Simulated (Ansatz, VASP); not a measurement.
# Two plane-wave programs on Cr

INCAR

```
SYSTEM = Cr
  ALGO = Normal
  EDIFF = 1E-6
  ENCUT = 520
  ISIF = 2
  ISMEAR = -1
  LASPH = .True.
  LCHARG = .False.
  LREAL = .False.
  LWAVE = .False.
  NBANDS = 25
  NELM = 60
  PREC = Accurate
  SIGMA = 0.1
```

File KPOINTS:

```
k-points
0
Gamma
  10 10 16
  0 0 0
```

File POSCAR:

```
Cr
1.0
    4.3113315789      0.0000000000      0.0000000000
   -2.1556657894      3.7337226714      0.0000000000
    0.0000000000      0.0000000000      2.3158941225
Cr
3
Direct
    1.0000000000      0.0000000000      0.0000000000
    0.3333333333      0.6666666667      0.5000000000
    0.6666666667      0.3333333333      0.5000000000
```

Input for Ansatz:

```yaml
crystal:
  lattice:
    - [4.3113315789, 0.0, 0.0]
    - [-2.1556657894, 3.7337226714, 0.0]
    - [0.0, 0.0, 2.3158941225]
  atoms:
    - { symbol: Cr, position: [1.0, 0.0, 0.0] }
    - { symbol: Cr, position: [0.3333333333, 0.6666666667, 0.5] }
    - { symbol: Cr, position: [0.6666666667, 0.3333333333, 0.5] }
hamiltonian:
  xc: lda
  pseudopotentials:
    kind: paw
    azcp:
      Cr: "pseudopotentials/Cr.paw.azcp"
basis:
  ecutwfc: 420
  fft_grid_basis: typed
kpoints:
  mp_grid: { grid: [10, 10, 16], shift: [0, 0, 0] }
magnetization:
  spin_polarized: false
scf:
  occupations: { method: fermi_dirac, width: 0.1 }
  lower_state_search: "off"
output:
  stress: true
  write_density: true
  write_potential: true
  elf: true
  volumetric_format: npy
```

Alike in both runs: task single point; functional LDA; k mesh 10 × 10 × 16; occupations fermi-dirac, width 0.1 eV; no spin polarisation.

```csv
,VASP,Ansatz
version,VASP 6.6.1,Ansatz 0.2.0
potentials or method,"VASP PAW LDA potentials, release 64 (Cr_pv), cutoff 520 eV","plane waves (420 eV) with PAW, scalar-relativistic"
valence electrons in the cell,36,42
```

Ansatz gave:

```
pressure (GPa)                                                : -24.6
traceless stress, the component that is largest in VASP (GPa) : -1.01
```

Question: Estimate VASP's values.

Answer: Pressure (GPa): -24.5; traceless stress, the component that is largest in VASP (GPa): -1.03.

Ansatz warns that its potentials were made for another functional, while VASP's fit it. LDA's correlation is that of Perdew and Zunger in VASP and of Perdew and Wang (1992) in Ansatz. VASP's potentials hold 36 valence electrons a cell and Ansatz's 42, so a difference there can come from the potentials and not from the codes.
